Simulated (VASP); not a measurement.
# Ge (Fd-3m) in VASP: further runs

Ge is run at these levels: PBE; tasks: single point.

All numbers are computed with VASP 6.6.1; they aren't measurements. Logs are shortened: lines on timing, memory, paths and dates and some standing lists are left out, and cuts for length are marked.

**1. The cell of the first run**

Symmetry: Fd-3m, No. 227, cubic system. Conventional cell: a = 5.658 Å, b = 5.658 Å, c = 5.658 Å, α = 90.00°, β = 90.00°, γ = 90.00°. Ge (site symmetry -43m) has 4 Ge at 2.45 Å within 3.2 Å.

**2. Single point, PBE**

Input file INCAR:

```
SYSTEM = Ge
PREC     = Accurate       ! precision mode
ENCUT    = 520            ! plane-wave cutoff, eV
EDIFF    = 1E-6           ! SCF threshold, eV
ISMEAR   = 0              ! smearing method
SIGMA    = 0.01           ! smearing width, eV
LREAL    = .FALSE.        ! projectors in reciprocal space
LASPH    = .TRUE.         ! aspherical terms in the spheres
NELM     = 60             ! most SCF steps
ALGO     = Normal         ! electronic algorithm
ISIF     = 2              ! what is computed and relaxed
LWAVE    = .FALSE.        ! write WAVECAR
LCHARG   = .FALSE.        ! write CHGCAR
GGA      = PE             ! functional
NBANDS   = 21             ! bands
```

Input file KPOINTS:

```
Automatic mesh
0
G
  2 2 2
  0 0 0
```

Input file POSCAR:

```
Ge
1.0
    0.0000000000      2.8289100000      2.8289100000
    2.8289100000      0.0000000000      2.8289100000
    2.8289100000      2.8289100000      0.0000000000
Ge
2
Direct
    0.0000000000      0.0000000000      0.0000000000
    0.2500000000      0.2500000000      0.2500000000
```

Potentials or basis: VASP PAW PBE potentials, release 64 (Ge_d).

Run with:

```bash
cat potpaw_PBE.64/Ge_d/POTCAR > POTCAR
mpirun -np 1 vasp_std > vasp.out
```

OUTCAR:

```text
SYSTEM = Ge
   PREC = Accurate
   ENCUT = 520
   EDIFF = 1E-6
   ISMEAR = 0
   LREAL = .FALSE.
   LASPH = .TRUE.
   NELM = 60
   ISIF = 2
   GGA = PE

 ion  position               nearest neighbor table
   1  0.000  0.000  0.000-   2 2.45   2 2.45   2 2.45   2 2.45
   2  0.250  0.250  0.250-   1 2.45   1 2.45   1 2.45   1 2.45

  LATTYP: Found a face centered cubic cell.
 ALAT       =     5.6578200000

  Lattice vectors:

 A1 = (   0.0000000000,   2.8289100000,   2.8289100000)
 A2 = (   2.8289100000,   0.0000000000,   2.8289100000)
 A3 = (   2.8289100000,   2.8289100000,   0.0000000000)

Analysis of symmetry for initial positions (statically):
=====================================================================
 Subroutine PRICEL returns:
 Original cell was already a primitive cell.

 Routine SETGRP: Setting up the symmetry group for a
 face centered cubic supercell.

 Subroutine GETGRP returns: Found 48 space group operations
 (whereof 24 operations were pure point group operations)
 out of a pool of 48 trial point group operations.

The static configuration has the point symmetry T_d .
 The point group associated with its full space group is O_h .

Analysis of symmetry for dynamics (positions and initial velocities):
=====================================================================
 Subroutine PRICEL returns:
 Original cell was already a primitive cell.

 Routine SETGRP: Setting up the symmetry group for a
 face centered cubic supercell.

 Subroutine GETGRP returns: Found 48 space group operations
 (whereof 24 operations were pure point group operations)
 out of a pool of 48 trial point group operations.

The dynamic configuration has the point symmetry T_d .
 The point group associated with its full space group is O_h .

 Subroutine INISYM returns: Found 48 space group operations
 (whereof 24 operations are pure point group operations),
 and found     1 'primitive' translations

----------------------------------------------------------------------------------------

                                     Primitive cell

  volume of cell :      45.2780

  direct lattice vectors                    reciprocal lattice vectors
     0.000000000  2.828910000  2.828910000    -0.176746521  0.176746521  0.176746521
     2.828910000  0.000000000  2.828910000     0.176746521 -0.176746521  0.176746521
     2.828910000  2.828910000  0.000000000     0.176746521  0.176746521 -0.176746521

  length of vectors
     4.000682889  4.000682889  4.000682889     0.306133954  0.306133954  0.306133954

  position of ions in fractional coordinates (direct lattice)
     0.000000000  0.000000000  0.000000000
     0.250000000  0.250000000  0.250000000

  ion indices of the primitive-cell ions
   primitive index   ion index
                 1           1
                 2           2

----------------------------------------------------------------------------------------

 KPOINTS: Automatic mesh

Automatic generation of k-mesh.
 Grid dimensions read from file:
 generate k-points for:    2    2    2

 Generating k-lattice:

  Cartesian coordinates                     Fractional coordinates (reciprocal lattice)
    -0.088373260  0.088373260  0.088373260     0.500000000  0.000000000  0.000000000
     0.088373260 -0.088373260  0.088373260     0.000000000  0.500000000  0.000000000
     0.088373260  0.088373260 -0.088373260     0.000000000  0.000000000  0.500000000

  Length of vectors
     0.153066977  0.153066977  0.153066977

  Shift w.r.t. Gamma in fractional coordinates (k-lattice)
     0.000000000  0.000000000  0.000000000

 Subroutine IBZKPT returns following result:
 ===========================================

 Found      3 irreducible k-points:

 Following reciprocal coordinates:
            Coordinates               Weight
  0.000000  0.000000  0.000000      1.000000
  0.500000  0.000000  0.000000      4.000000
  0.500000  0.500000  0.000000      3.000000
   k-points           NKPTS =      3   k-points in BZ     NKDIM =      3   number of bands    NBANDS=     21
   number of dos      NEDOS =    301   number of ions     NIONS =      2
   total plane-waves  NPLWV =  27000
   dimension x,y,z NGX =    30 NGY =   30 NGZ =   30
   dimension x,y,z NGXF=    60 NGYF=   60 NGZF=   60
   ions per type =               2
   NGX,Y,Z   is equivalent  to a cutoff of  12.47, 12.47, 12.47 a.u.
   NGXF,Y,Z  is equivalent  to a cutoff of  24.93, 24.93, 24.93 a.u.
 SYSTEM =  Ge
   PREC   = accura    normal or accurate (medium, high low for compatibility)
   ISTART =      0    job   : 0-new  1-cont  2-samecut
   ICHARG =      2    charge: 1-file 2-atom 10-const
   ISPIN  =      1    spin polarized calculation?
   LNONCOLLINEAR =      F non collinear calculations
   LSORBIT =      F    spin-orbit coupling
   LASPH  =      T    aspherical Exc in radial PAW
   ENCUT  =  520.0 eV  38.22 Ry    6.18 a.u.   7.44  7.44  7.44*2*pi/ulx,y,z
   NELM   =     60;   NELMIN=  2; NELMDL= -5     # of ELM steps
   EDIFF  = 0.1E-05   stopping-criterion for ELM
   LREAL  =      F    real-space projection
   EDIFFG = 0.1E-04   stopping-criterion for IOM
   NSW    =      0    number of steps for IOM
   IBRION =     -1    ionic relax: 0-MD 1-quasi-New 2-CG
   NFREE  =      0    steps in history (QN), initial steepest desc. (CG)
   ISIF   =      2    stress and relaxation
   ISYM   =      2    0-nonsym 1-usesym 2-fastsym
   POTIM  = 0.5000    time-step for ionic-motion
   TEBEG  =    0.0;   TEEND  =   0.0 temperature during run
   PSTRESS=    0.0 pullay stress
   NELECT =      28.0000    total number of electrons
   NUPDOWN=      -1.0000    fix difference up-down
   EMIN   =  10.00;   EMAX   =-10.00  energy-range for DOS
   EFERMI =   0.00;   METHOD = LEGACY
   ISMEAR =     0;   SIGMA  =   0.01  broadening in eV -4-tet -1-fermi 0-gaus
   EFERMI_NEDOS =   21; number of points for ismear=-14 and -15
   IALGO  =     38    algorithm
   IMIX   =      4    mixing-type and parameters
     AMIX     =   0.40;   BMIX     =  1.00
     AMIX_MAG =   1.60;   BMIX_MAG =  1.00
  volume/ion in A,a.u.               =      22.64       152.78
  Fermi-wavevector in a.u.,A,eV,Ry     =   1.394756  2.635708 26.468033  1.945346
  Thomas-Fermi vector in A             =   2.518275
   LORBIT       =      0    0 simple, 1 ext, 2 COOP (PROOUT), +10 PAW based schemes
   GGA     = PE    functional components
   LHFCALC =     F    Hartree Fock is set to
   AEXX    =    0.0000 exact exchange contribution
   IVDW    =     0    specifies the selected vdW correction
   LEPSILON=     F    determine dielectric tensor
   LRPA    =     F    only Hartree local field effects (RPA)
 non-spin polarized calculation
 Gauss-broadening in eV      SIGMA  =   0.01
  energy-cutoff  :      520.00
  volume of cell :       45.28
 maximum number of plane-waves:      1243
 NGX is ok and might be reduce to    30
   NGX = 15   NGY = 15   NGZ = 15

 number of electron      28.0000022 magnetization

 Free energy of the ion-electron system (eV)
  ---------------------------------------------------
  ext. energy  EPLUGINS =         0.00000000
  ---------------------------------------------------
  free energy    TOTEN  =        -6.06613843 eV

  energy without entropy =       -6.06613836  energy(sigma->0) =       -6.06613840

 E-fermi :   5.2946     XC(G=0):  -9.6953

 val. band max:        5.2616210524   @ k =   0.0000   0.0000   0.0000
 cond. band min:       5.3259808284   @ k =   0.0000   0.0000   0.0000
 fundamental gap:      0.0643597760
 Fermi energy:         5.2946164591

 k-point     1 :       0.0000    0.0000    0.0000
  band No.  band energies     occupation
      1     -19.4667      2.00000
      2     -19.4667      2.00000
      3     -19.4667      2.00000
      4     -19.4365      2.00000
      5     -19.4365      2.00000
      6     -19.2223      2.00000
[... 13 lines left out ...]
     20      14.6000      0.00000
     21      14.6000      0.00000

 k-point     2 :       0.5000    0.0000    0.0000
  band No.  band energies     occupation
      1     -19.4916      2.00000
      2     -19.4916      2.00000
      3     -19.4500      2.00000
      4     -19.3942      2.00000
      5     -19.3942      2.00000
      6     -19.2587      2.00000
[... 13 lines left out ...]
     20      16.3577      0.00000
     21      16.4161      0.00000

 k-point     3 :       0.5000    0.5000    0.0000
  band No.  band energies     occupation
      1     -19.5008      2.00000
      2     -19.5008      2.00000
      3     -19.4186      2.00000
      4     -19.4186      2.00000
      5     -19.3208      2.00000
      6     -19.3208      2.00000
[... 13 lines left out ...]
     20      16.9422      0.00000
     21      18.1000      0.00000

------------------------ aborting loop because EDIFF is reached ----------------------------------------

  FORCE on cell =-STRESS in cart. coord.  units (eV):
  Direction    XX          YY          ZZ          XY          YZ          ZX
  --------------------------------------------------------------------------------------
  -------------------------------------------------------------------------------------
  Total        2.5234622      2.5234622      2.5234622      0.0000000      0.0000000      0.0000000
  in kB       89.2935312     89.2935312     89.2935312      0.0000000      0.0000000      0.0000000
  external PRESSURE =      89.2935312 kB  Pullay stress =       0.0000000 kB

 VOLUME and BASIS-vectors are now :
 -----------------------------------------------------------------------------
  energy-cutoff  :      520.00
  volume of cell :       45.28
      direct lattice vectors                 reciprocal lattice vectors
     0.000000000  2.828910000  2.828910000    -0.176746521  0.176746521  0.176746521
     2.828910000  0.000000000  2.828910000     0.176746521 -0.176746521  0.176746521
     2.828910000  2.828910000  0.000000000     0.176746521  0.176746521 -0.176746521

 POSITION                                       TOTAL-FORCE (eV/Angst)
 -----------------------------------------------------------------------------------
      0.00000      0.00000      0.00000         0.000000      0.000000      0.000000
      1.41446      1.41446      1.41446        -0.000000     -0.000000     -0.000000
 -----------------------------------------------------------------------------------
    total drift:                                0.000000      0.000000      0.000000

  FREE ENERGIE OF THE ION-ELECTRON SYSTEM (eV)
  ---------------------------------------------------
  free  energy   TOTEN  =        -6.0661384344 eV

  energy  without entropy=       -6.0661383573  energy(sigma->0) =       -6.06613840
```

Wall time 12 s (1 thread of Intel Xeon 8259CL, shared host); peak memory 0.16 GiB.

Results:

```yaml
Free_energy: -6.0661 eV
Pressure: 8.9 GPa
Band_gap_on_the_k_mesh: 0.06 eV, direct
```

Levels at points of the mesh, in eV from the valence-band top:
| k point | band 10 | band 11 | band 12 | band 13 | band 14 | band 15 | band 16 | band 17 | band 18 | band 19 |
| --- | --- | --- | --- | --- | --- | --- | --- | --- | --- | --- |
| (0.00, 0.00, 0.00) | -24.47 | -12.79 | 0.00 | 0.00 | 0.00 | 0.06 | 2.46 | 2.46 | 2.46 | 6.56 |
| (0.50, 0.00, 0.00) | -24.44 | -10.69 | -7.62 | -1.43 | -1.43 | 0.17 | 3.65 | 3.65 | 7.17 | 10.71 |
| (0.50, 0.50, 0.00) | -24.43 | -8.89 | -8.89 | -3.12 | -3.12 | 0.72 | 0.72 | 9.47 | 9.47 | 11.68 |

Caveat: the k points lie up to 0.96 Å⁻¹ apart. A k mesh can miss the band edges.

**3. Single point, PBE**

Input file INCAR:

```
SYSTEM = Ge
  PREC = Accurate
  ENCUT = 520
  EDIFF = 1E-6
  ISMEAR = 0
  SIGMA = 0.01
  LREAL = .False.
  LASPH = .True.
  NELM = 80
  ALGO = Normal
  ISIF = 2
  LWAVE = .False.
  LCHARG = .True.
  GGA = PE
  LELF = .True.
  LVHAR = .True.
  NBANDS = 21
```

Input file KPOINTS:

```
Automatic mesh
0
Gamma
  4 4 4
  0 0 0
```

POSCAR is that of step 2.

Potentials or basis: VASP PAW PBE potentials, release 64 (Ge_d).

Run with:

```bash
cat potpaw_PBE.64/Ge_d/POTCAR > POTCAR
mpirun -np 1 vasp_std > vasp.out
```

Run time: 21 s. Hardware: 1 thread of Intel Xeon 8259CL, shared host; peak memory 0.16 GiB.

It converged, with:

```yaml
Free_energy: -8.7487 eV
Pressure: 3.5 GPa
Band_gap_on_the_k_mesh: 0.04 eV, direct
```

Levels at points of the mesh, in eV from the valence-band top:
| k point | band 10 | band 11 | band 12 | band 13 | band 14 | band 15 | band 16 | band 17 | band 18 | band 19 |
| --- | --- | --- | --- | --- | --- | --- | --- | --- | --- | --- |
| (0.00, 0.00, 0.00) | -24.55 | -12.78 | 0.00 | 0.00 | 0.00 | 0.04 | 2.54 | 2.54 | 2.54 | 6.45 |
| (0.50, 0.00, 0.00) | -24.52 | -10.68 | -7.60 | -1.41 | -1.41 | 0.18 | 3.73 | 3.73 | 7.14 | 10.59 |
| (0.50, 0.50, 0.00) | -24.51 | -8.89 | -8.89 | -3.08 | -3.08 | 0.75 | 0.75 | 9.51 | 9.51 | 11.62 |

Caveat: the k points lie up to 0.48 Å⁻¹ apart. A k mesh can miss the band edges.

**4. Single point, PBE**

Input file INCAR:

```
SYSTEM = Ge
ALGO = Normal ; EDIFF = 1E-7
ENCUT = 520 ; GGA = PE
ISIF = 2 ; ISMEAR = 0
LASPH = .TRUE. ; LCHARG = .FALSE.
LREAL = .FALSE. ; LWAVE = .FALSE.
NBANDS = 21 ; NELM = 100
PREC = Accurate ; SIGMA = 0.01
```

Input file KPOINTS:

```
k-points
0
G
  7 7 7
  0 0 0
```

POSCAR is that of step 3.

Potentials or basis: VASP PAW PBE potentials, release 64 (Ge_d).

Run with:

```bash
cat potpaw_PBE.64/Ge_d/POTCAR > POTCAR
mpirun -np 1 vasp_std > vasp.out
```

OUTCAR:

```text
SYSTEM = Ge
   EDIFF = 1E-7
   ENCUT = 520
   GGA = PE
   ISIF = 2
   ISMEAR = 0
   LASPH = .TRUE.
   LREAL = .FALSE.
   NELM = 100
   PREC = Accurate

 ion  position               nearest neighbor table
   1  0.000  0.000  0.000-   2 2.45   2 2.45   2 2.45   2 2.45
   2  0.250  0.250  0.250-   1 2.45   1 2.45   1 2.45   1 2.45

  LATTYP: Found a face centered cubic cell.
 ALAT       =     5.6578200000

  Lattice vectors:

 A1 = (   0.0000000000,   2.8289100000,   2.8289100000)
[... 661 lines left out ...]

------------------------ aborting loop because EDIFF is reached ----------------------------------------

  FORCE on cell =-STRESS in cart. coord.  units (eV):
  Direction    XX          YY          ZZ          XY          YZ          ZX
  --------------------------------------------------------------------------------------
  -------------------------------------------------------------------------------------
  Total        0.9597025      0.9597025      0.9597025      0.0000000      0.0000000      0.0000000
  in kB       33.9593870     33.9593870     33.9593870      0.0000000      0.0000000      0.0000000
  external PRESSURE =      33.9593870 kB  Pullay stress =       0.0000000 kB

 VOLUME and BASIS-vectors are now :
 -----------------------------------------------------------------------------
  energy-cutoff  :      520.00
  volume of cell :       45.28
      direct lattice vectors                 reciprocal lattice vectors
     0.000000000  2.828910000  2.828910000    -0.176746521  0.176746521  0.176746521
     2.828910000  0.000000000  2.828910000     0.176746521 -0.176746521  0.176746521
     2.828910000  2.828910000  0.000000000     0.176746521  0.176746521 -0.176746521

 POSITION                                       TOTAL-FORCE (eV/Angst)
 -----------------------------------------------------------------------------------
      0.00000      0.00000      0.00000         0.000000      0.000000      0.000000
      1.41446      1.41446      1.41446        -0.000000     -0.000000     -0.000000
 -----------------------------------------------------------------------------------
    total drift:                                0.000000     -0.000000      0.000000

  FREE ENERGIE OF THE ION-ELECTRON SYSTEM (eV)
  ---------------------------------------------------
  free  energy   TOTEN  =        -8.9882460661 eV

  energy  without entropy=       -8.9882433691  energy(sigma->0) =       -8.98824472
```

It took 31 s on 1 thread of Intel Xeon 8259CL, shared host; peak memory 0.17 GiB.

Results:

| Property | Result |
| --- | --- |
| Free energy | -8.9882 eV |
| Pressure | 3.4 GPa |
| Band gap on the k mesh | 0.03 eV, direct |

Levels at points of the mesh, in eV from the valence-band top:
| k point | band 12 | band 13 | band 14 | band 15 | band 16 | band 17 |
| --- | --- | --- | --- | --- | --- | --- |
| (0.00, 0.00, 0.00) | 0.00 | 0.00 | 0.00 | 0.03 | 2.55 | 2.55 |

A k mesh can miss the band edges.

**5. Summary**

| k mesh | gap on the mesh (eV) | pressure (GPa) |
| --- | --- | --- |
| 2 × 2 × 2 | 0.06 | 8.9 |
| 4 × 4 × 4 | 0.04 | 3.5 |
| 7 × 7 × 7 | 0.03 | 3.4 |

Alike in all rows: task single point; level PBE; potentials or basis VASP PAW PBE potentials, release 64 (Ge_d); no spin polarisation; cell as given; cutoff (eV) 520; smearing gaussian 0.01 eV.

Caveats: some runs use coarse meshes.

Total energies depend on the potentials used, so only differences within one code and one set of settings carry meaning.
